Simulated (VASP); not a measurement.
# ScAg2 (I4/mmm) in VASP: notebook

ScAg2 is run at these levels: LDA; tasks: single point.

Program: VASP 6.6.1. These are calculated values, not measurements. Logs are shortened: lines on timing, memory, paths and dates and some standing lists are left out, and cuts for length are marked.

## Step 1: The cell of the first run

Symmetry: I4/mmm, No. 139, tetragonal system. The conventional cell has a = 3.478 Å, b = 3.478 Å, c = 8.775 Å, α = 90.00°, β = 90.00°, γ = 90.00°. Within 3.8 Å of Sc (site symmetry 4/mmm) lie 10 Ag at 2.86 to 2.93 Å and 4 Sc at 3.48 Å. Ag (site symmetry 4mm) has 5 Sc at 2.86 to 2.93 Å and 9 Ag at 2.86 to 3.48 Å within 3.8 Å.

## Step 2: Single point, LDA

The input, INCAR:

```
ALGO = Normal
EDIFF = 1E-6
ENCUT = 520
GGA = CA
ISIF = 2
ISMEAR = 1
LASPH = True
LCHARG = False
LREAL = False
LWAVE = False
NBANDS = 24
NELM = 80
PREC = Accurate
SIGMA = 0.15
```

The input, KPOINTS:

```
k-points
0
Gamma
  11 11 11
```

The input, POSCAR:

```
ScAg2
1.0
   -1.7391379689      1.7391379689      4.3875467730
    1.7391379689     -1.7391379689      4.3875467730
    1.7391379689      1.7391379689     -4.3875467730
Sc Ag
1 2
Direct
    0.0000000000      0.0000000000      0.0000000000
    0.6666430000      0.6666430000      0.0000000000
    0.3333570000      0.3333570000      0.0000000000
```

Potentials or basis: VASP PAW LDA potentials, release 64 (Sc_sv, Ag).

The run is started by

```sh
$ cat potpaw_LDA.64/Sc_sv/POTCAR potpaw_LDA.64/Ag/POTCAR > POTCAR
$ mpirun -np 1 vasp_std > vasp.out
```

OUTCAR:

```text
EDIFF = 1E-6
   ENCUT = 520
   GGA = CA
   ISIF = 2
   ISMEAR = 1
   LASPH = True
   LREAL = False
   NELM = 80
   PREC = Accurate

 ion  position               nearest neighbor table
   1  0.000  0.000  0.000-   2 2.86   2 2.86   3 2.86   2 2.86   3 2.86   3 2.86   2 2.86   3 2.86
                             2 2.93   3 2.93
   2  0.667  0.667  0.000-   1 2.86   1 2.86   1 2.86   1 2.86   3 2.86   3 2.86   3 2.86   3 2.86
                             3 2.92   1 2.93
   3  0.333  0.333  0.000-   1 2.86   1 2.86   1 2.86   1 2.86   2 2.86   2 2.86   2 2.86   2 2.86
                             2 2.92   1 2.93

  LATTYP: Found a body centered tetragonal cell.
 ALAT       =     3.4782759378
 C/A-ratio  =     2.5228284653

  Lattice vectors:

 A1 = (  -1.7391379689,   1.7391379689,   4.3875467730)
 A2 = (   1.7391379689,  -1.7391379689,   4.3875467730)
 A3 = (   1.7391379689,   1.7391379689,  -4.3875467730)

Analysis of symmetry for initial positions (statically):
=====================================================================
 Subroutine PRICEL returns:
 Original cell was already a primitive cell.

 Routine SETGRP: Setting up the symmetry group for a
 body centered tetragonal supercell.

 Subroutine GETGRP returns: Found 16 space group operations
 (whereof 16 operations were pure point group operations)
 out of a pool of 16 trial point group operations.

The static configuration has the point symmetry D_4h.

Analysis of symmetry for dynamics (positions and initial velocities):
=====================================================================
 Subroutine PRICEL returns:
 Original cell was already a primitive cell.

 Routine SETGRP: Setting up the symmetry group for a
 body centered tetragonal supercell.

 Subroutine GETGRP returns: Found 16 space group operations
 (whereof 16 operations were pure point group operations)
 out of a pool of 16 trial point group operations.

The dynamic configuration has the point symmetry D_4h.

 Subroutine INISYM returns: Found 16 space group operations
 (whereof 16 operations are pure point group operations),
 and found     1 'primitive' translations

----------------------------------------------------------------------------------------

                                     Primitive cell

[... 88 lines left out ...]
   LSORBIT =      F    spin-orbit coupling
   LASPH  =      T    aspherical Exc in radial PAW
   ENCUT  =  520.0 eV  38.22 Ry    6.18 a.u.   9.35  9.35  9.35*2*pi/ulx,y,z
   NELM   =     80;   NELMIN=  2; NELMDL= -5     # of ELM steps
   EDIFF  = 0.1E-05   stopping-criterion for ELM
   LREAL  =      F    real-space projection
   EDIFFG = 0.1E-04   stopping-criterion for IOM
   NSW    =      0    number of steps for IOM
   IBRION =     -1    ionic relax: 0-MD 1-quasi-New 2-CG
   NFREE  =      0    steps in history (QN), initial steepest desc. (CG)
   ISIF   =      2    stress and relaxation
   ISYM   =      2    0-nonsym 1-usesym 2-fastsym
   POTIM  = 0.5000    time-step for ionic-motion
   TEBEG  =    0.0;   TEEND  =   0.0 temperature during run
   PSTRESS=    0.0 pullay stress
   NELECT =      33.0000    total number of electrons
   NUPDOWN=      -1.0000    fix difference up-down
   EMIN   =  10.00;   EMAX   =-10.00  energy-range for DOS
   EFERMI =   0.00;   METHOD = LEGACY
   ISMEAR =     1;   SIGMA  =   0.15  broadening in eV -4-tet -1-fermi 0-gaus
   EFERMI_NEDOS =   21; number of points for ismear=-14 and -15
   IALGO  =     38    algorithm
   IMIX   =      4    mixing-type and parameters
     AMIX     =   0.40;   BMIX     =  1.00
     AMIX_MAG =   1.60;   BMIX_MAG =  1.00
  volume/ion in A,a.u.               =      17.69       119.41
  Fermi-wavevector in a.u.,A,eV,Ry     =   1.397214  2.640351 26.561381  1.952206
  Thomas-Fermi vector in A             =   2.520492
   LORBIT       =      0    0 simple, 1 ext, 2 COOP (PROOUT), +10 PAW based schemes
   GGA     = CA    functional components
   LHFCALC =     F    Hartree Fock is set to
   AEXX    =    0.0000 exact exchange contribution
   IVDW    =     0    specifies the selected vdW correction
   LEPSILON=     F    determine dielectric tensor
   LRPA    =     F    only Hartree local field effects (RPA)
 non-spin polarized calculation
 Methfessel and Paxton  Order N= 1 SIGMA  =   0.15
  energy-cutoff  :      520.00
  volume of cell :       53.08
 maximum number of plane-waves:      1453
 NGX is ok and might be reduce to    40
   NGX = 19   NGY = 19   NGZ = 19

 number of electron      33.0000000 magnetization

 Free energy of the ion-electron system (eV)
  ---------------------------------------------------
  ext. energy  EPLUGINS =         0.00000000
  ---------------------------------------------------
  free energy    TOTEN  =       -15.35095612 eV

  energy without entropy =      -15.35128736  energy(sigma->0) =      -15.35106653

 E-fermi :   7.4585     XC(G=0): -12.1283

 val. band max:        7.4338915543   @ k =  -0.1818   0.2727   0.0909
 cond. band min:       7.4714087796   @ k =  -0.3636   0.1818  -0.0000
 fundamental gap:      0.0375172253
 Fermi energy:         7.4585342256

 k-point     1 :       0.0000    0.0000    0.0000
  band No.  band energies     occupation
      1     -41.7176      2.00000
      2     -20.7078      2.00000
      3     -20.6453      2.00000
      4     -20.6453      2.00000
      5      -0.0182      2.00000
      6       1.4314      2.00000
[... 637 lines left out ...]
     23      13.9777      0.00000
     24      14.8834      0.00000

 [... further k-points ...]

------------------------ aborting loop because EDIFF is reached ----------------------------------------

  FORCE on cell =-STRESS in cart. coord.  units (eV):
  Direction    XX          YY          ZZ          XY          YZ          ZX
  --------------------------------------------------------------------------------------
  -------------------------------------------------------------------------------------
  Total       -0.5953676     -0.5953676     -0.8982686      0.0000000     -0.0000000     -0.0000000
  in kB      -17.9699127    -17.9699127    -27.1123381      0.0000000     -0.0000000     -0.0000000
  external PRESSURE =     -21.0173878 kB  Pullay stress =       0.0000000 kB

 VOLUME and BASIS-vectors are now :
 -----------------------------------------------------------------------------
  energy-cutoff  :      520.00
  volume of cell :       53.08
      direct lattice vectors                 reciprocal lattice vectors
    -1.739137969  1.739137969  4.387546773     0.000000000  0.287498755  0.113958899
     1.739137969 -1.739137969  4.387546773     0.287498755  0.000000000  0.113958899
     1.739137969  1.739137969 -4.387546773     0.287498755  0.287498755  0.000000000

 POSITION                                       TOTAL-FORCE (eV/Angst)
 -----------------------------------------------------------------------------------
      0.00000      0.00000      0.00000         0.000000      0.000000     -0.000000
      0.00000      0.00000      5.84985        -0.000000     -0.000000      0.024759
      0.00000      0.00000      2.92524         0.000000      0.000000     -0.024759
 -----------------------------------------------------------------------------------
    total drift:                               -0.000000     -0.000000     -0.000000

  FREE ENERGIE OF THE ION-ELECTRON SYSTEM (eV)
  ---------------------------------------------------
  free  energy   TOTEN  =       -15.3509561198 eV

  energy  without entropy=      -15.3512873632  energy(sigma->0) =      -15.35106653
```

stdout:

```text
POSCAR found type information on POSCAR ScAg
 POSCAR found :  2 types and       3 ions
 scaLAPACK will be used
 LDA part: xc-table for (Slater(with rela. corr.)+CA(PZ))
 , standard interpolation
 POSCAR, INCAR and KPOINTS ok, starting setup
 FFT: planning ... GRIDC
 FFT: planning ... GRID_SOFT
 FFT: planning ... GRID
 WAVECAR not read
 entering main loop
```

It took 5.8 min on 1 thread of Intel Xeon Platinum 8488C (Sapphire Rapids), shared host; peak memory 0.3 GiB.

What came out:

```
Free energy   : -15.3510 eV
Pressure      : -2.1 GPa
Largest force : 0.025 eV/Å
```

Forces in eV/Å, atoms in the order of the input:
```
Sc   0.000  0.000  0.000
Ag   0.000  0.000  0.025
Ag   0.000  0.000 -0.025
```

Stress tensor (GPa, compression positive):
```
-1.80  0.00  0.00
 0.00 -1.80  0.00
 0.00  0.00 -2.71
```

## Step 3: Single point, LDA

This run uses another cell than the first one, of 18.16 Å³/atom, 1.026 times its volume.

The input, INCAR:

```
PREC = Accurate ; ENCUT = 520
EDIFF = 1E-6 ; ISMEAR = 1
SIGMA = 0.15 ; LREAL = F
LASPH = T ; NELM = 80
ALGO = Normal ; ISIF = 2
LWAVE = F ; LCHARG = T
GGA = CA ; LELF = T
LVHAR = T ; NBANDS = 24
```

The input, KPOINTS:

```
regular mesh
0
Gamma
  11 11 11
```

The input, POSCAR:

```
ScAg2
1.0
   -1.7542616668      1.7542616668      4.4257012687
    1.7542616668     -1.7542616668      4.4257012687
    1.7542616668      1.7542616668     -4.4257012687
Sc Ag
1 2
Direct
    0.0000000000      0.0000000000      0.0000000000
    0.6666430000      0.6666430000      0.0000000000
    0.3333570000      0.3333570000      0.0000000000
```

Potentials or basis: VASP PAW LDA potentials, release 64 (Sc_sv, Ag).

The run is started by

```sh
$ cat potpaw_LDA.64/Sc_sv/POTCAR potpaw_LDA.64/Ag/POTCAR > POTCAR
$ mpirun -np 1 vasp_std > vasp.out
```

It took 6 min on 1 thread of Intel Xeon Platinum 8488C (Sapphire Rapids), shared host; peak memory 0.3 GiB.

It converged, with:

```
Free energy   : -15.3217 eV
Pressure      : -4.7 GPa
Largest force : 0.017 eV/Å
```

Forces in eV/Å, atoms in the order of the input:
```
Sc   0.000  0.000  0.000
Ag   0.000  0.000  0.017
Ag   0.000  0.000 -0.017
```

Stress tensor (GPa, compression positive):
```
-4.35  0.00  0.00
 0.00 -4.35  0.00
 0.00  0.00 -5.44
```

Levels at points of the mesh, in eV from the Fermi level:
```
           k point  band 12  band 13  band 14  band 15  band 16  band 17  band 18  band 19  band 20  band 21
(0.00, 0.00, 0.00)    -4.87    -4.69    -4.69    -3.97    -0.86     0.68     1.32     1.32     2.59     2.81
```

## Step 4: Single point, LDA

This run uses another cell than the first one, of 18.63 Å³/atom, 1.053 times its volume.

The input, INCAR:

```
PREC     = Accurate       # precision mode
ENCUT    = 520            # plane-wave cutoff, eV
EDIFF    = 1E-6           # SCF threshold, eV
ISMEAR   = 1              # smearing method
SIGMA    = 0.15           # smearing width, eV
LREAL    = F              # projectors in reciprocal space
LASPH    = T              # aspherical terms in the spheres
NELM     = 100            # most SCF steps
ALGO     = Normal         # electronic algorithm
ISIF     = 2              # what is computed and relaxed
LWAVE    = F              # write WAVECAR
LCHARG   = F              # write CHGCAR
NBANDS   = 24             # bands
```

The input, KPOINTS:

```
Automatic mesh
0
Gamma
  11 11 11
```

The input, POSCAR:

```
ScAg2
1.0
   -1.7691290000      1.7691290000      4.4632090000
    1.7691290000     -1.7691290000      4.4632090000
    1.7691290000      1.7691290000     -4.4632090000
Sc Ag
1 2
Direct
    0.0000000000      0.0000000000      0.0000000000
    0.6666430000      0.6666430000      0.0000000000
    0.3333570000      0.3333570000      0.0000000000
```

The run is started by

```sh
$ cat potpaw_LDA.64/Sc_sv/POTCAR potpaw_LDA.64/Ag/POTCAR > POTCAR
$ mpirun -np 1 vasp_std > vasp.out
```

Run time: 5.8 min. Hardware: 1 thread of Intel Xeon Platinum 8488C (Sapphire Rapids), shared host; peak memory 0.31 GiB.

The run converged. Its results:

| Quantity | Value |
| --- | --- |
| Free energy | -15.2714 eV |
| Pressure | -6.9 GPa |
| Largest force | 0.009 eV/Å |

Forces in eV/Å, atoms in the order of the input:
```
Sc   0.000  0.000  0.000
Ag   0.000  0.000  0.009
Ag   0.000  0.000 -0.009
```

Stress tensor (GPa, compression positive):
```
-6.52  0.00  0.00
 0.00 -6.52  0.00
 0.00  0.00 -7.77
```

Levels at points of the mesh, in eV from the Fermi level:
| k point | band 12 | band 13 | band 14 | band 15 | band 16 | band 17 | band 18 | band 19 | band 20 | band 21 |
| --- | --- | --- | --- | --- | --- | --- | --- | --- | --- | --- |
| (0.00, 0.00, 0.00) | -4.79 | -4.62 | -4.62 | -3.93 | -0.84 | 0.65 | 1.29 | 1.29 | 2.51 | 2.71 |

## Step 5: Single point, LDA

This run uses another cell than the first one, of 19.09 Å³/atom, 1.079 times its volume.

The input, INCAR:

```
SYSTEM = ScAg2
ALGO = Normal
EDIFF = 1E-6
ENCUT = 520
ISIF = 2
ISMEAR = 1
LASPH = .TRUE.
LCHARG = .TRUE.
LELF = .TRUE.
LREAL = .FALSE.
LVHAR = .TRUE.
LWAVE = .FALSE.
NBANDS = 24
NELM = 60
PREC = Accurate
SIGMA = 0.15
```

The input, KPOINTS:

```
k-points
0
G
  11 11 11
  0 0 0
```

The input, POSCAR:

```
ScAg2
1.0
   -1.7837505639      1.7837505639      4.5000966976
    1.7837505639     -1.7837505639      4.5000966976
    1.7837505639      1.7837505639     -4.5000966976
Sc Ag
1 2
Direct
    0.0000000000      0.0000000000      0.0000000000
    0.6666430000      0.6666430000      0.0000000000
    0.3333570000      0.3333570000      0.0000000000
```

The run is started by

```sh
$ cat potpaw_LDA.64/Sc_sv/POTCAR potpaw_LDA.64/Ag/POTCAR > POTCAR
$ mpirun -np 1 vasp_std > vasp.out
```

Wall time 5.8 min (1 thread of Intel Xeon Platinum 8488C (Sapphire Rapids), shared host); peak memory 0.31 GiB.

Results (log left out):

```yaml
Free_energy: -15.2032 eV
Pressure: -8.8 GPa
```

Stress tensor (GPa, compression positive):
```
-8.37  0.00  0.00
 0.00 -8.37  0.00
 0.00  0.00 -9.74
```

Levels at points of the mesh, in eV from the Fermi level:
```csv
k point,band 14,band 15,band 16,band 17,band 18,band 19
"(0.00, 0.00, 0.00)",-4.56,-3.90,-0.82,0.63,1.26,1.26
```

## Step 6: Summary

| cell | gap on the mesh (eV) | pressure (GPa) | largest force (eV/Å) |
| --- | --- | --- | --- |
| a = 5.030 Å, angles 139.5, 139.5, 58.5°, 3 atoms | none | -2.1 | 0.02 |
| a = 5.074 Å, angles 139.5, 139.5, 58.5°, 3 atoms | none | -4.7 | 0.02 |
| a = 5.117 Å, angles 139.5, 139.5, 58.5°, 3 atoms | none | -6.9 | 0.01 |
| a = 5.159 Å, angles 139.5, 139.5, 58.5°, 3 atoms | none | -8.8 | - |

Alike in all rows: task single point; level LDA; potentials or basis VASP PAW LDA potentials, release 64 (Sc_sv, Ag); no spin polarisation; k mesh 11 × 11 × 11; cutoff (eV) 520; smearing methfessel-paxton 0.15 eV.

Total energies depend on the potentials used, so only differences within one code and one set of settings carry meaning.
